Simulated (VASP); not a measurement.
Input of a VASP 6.6.1 run:

File INCAR:

```
PREC = Accurate
ENCUT = 520
EDIFF = 1E-6
ISMEAR = -1
SIGMA = 0.1
LREAL = F
LASPH = T
NELM = 100
ALGO = Normal
ISIF = 2
LWAVE = F
LCHARG = F
GGA = B5
ALDAX = 1.0
AGGAX = 1.0
AGGAC = 1.0
ALDAC = 0.0
NBANDS = 22
```

Contents of KPOINTS:

```
Automatic mesh
0
Gamma
  17 17 5
```

Contents of POSCAR:

```
Re
1.0
    2.8145824327      0.0000000000      0.0000000000
   -1.4072912163      2.4374998878      0.0000000000
    0.0000000000      0.0000000000      9.0536519367
Re
4
Direct
    1.0000000000      0.0000000000      1.0000000000
    1.0000000000      0.0000000000      0.5000000000
    0.3333333333      0.6666666667      0.2500000000
    0.6666666667      0.3333333333      0.7500000000
```

Potentials or basis: VASP PAW PBE potentials, release 64 (Re).

Command:

```console
$ cat potpaw_PBE.64/Re/POTCAR > POTCAR
$ mpirun -np 1 vasp_std > vasp.out
```

Task: Estimate the pressure.

Result: 1.8 GPa.

Task: Predict the band gap on the k mesh.

Result: Zero (bands 14 and 15 overlap by 2.58 eV).

Stress tensor (GPa, compression positive):
```
1.80 0.00 0.00
0.00 1.80 0.00
0.00 0.00 1.66
```

Caveat: the PAW data sets were made with another functional, which shifts forces and pressure a little; spin-orbit coupling is left out, which moves the levels of the heavy elements.
